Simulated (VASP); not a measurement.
A run of VASP 6.6.1 is set up as follows.

Contents of INCAR:

```
SYSTEM = HfTa
PREC = Accurate
ENCUT = 520
EDIFF = 1E-7
ISMEAR = -1
SIGMA = 0.05
LREAL = .FALSE.
LASPH = .TRUE.
NELM = 60
ALGO = Fast
ISIF = 2
LWAVE = .FALSE.
LCHARG = .FALSE.
GGA = B5
ALDAX = 1.0
AGGAX = 1.0
AGGAC = 1.0
ALDAC = 0.0
NBANDS = 18
```

Contents of KPOINTS:

```
Automatic mesh
0
G
  6 6 3
  0 0 0
```

Contents of POSCAR:

```
HfTa
1.0
    1.7127470000     -2.3996010000      0.0000000000
    1.7127470000      2.3996010000      0.0000000000
    0.0000000000      0.0000000000      4.8475550000
Ta Hf
1 1
Direct
    0.5000000000      0.5000000000      0.5000000000
    0.0000000000      0.0000000000      0.0000000000
```

Potentials or basis: VASP PAW PBE potentials, release 64 (Ta_pv, Hf_pv).

Command:

```console
$ cat potpaw_PBE.64/Ta_pv/POTCAR potpaw_PBE.64/Hf_pv/POTCAR > POTCAR
$ mpirun -np 1 vasp_std > vasp.out
```

Question: What does it give for the pressure?

Answer: 5.1 GPa.

Stress tensor (GPa, compression positive):
```
3.93 0.00 0.00
0.00 7.47 0.00
0.00 0.00 3.86
```

Caveat: the k points lie up to 0.43 Å⁻¹ apart; the PAW data sets were made with another functional, which shifts forces and pressure a little.
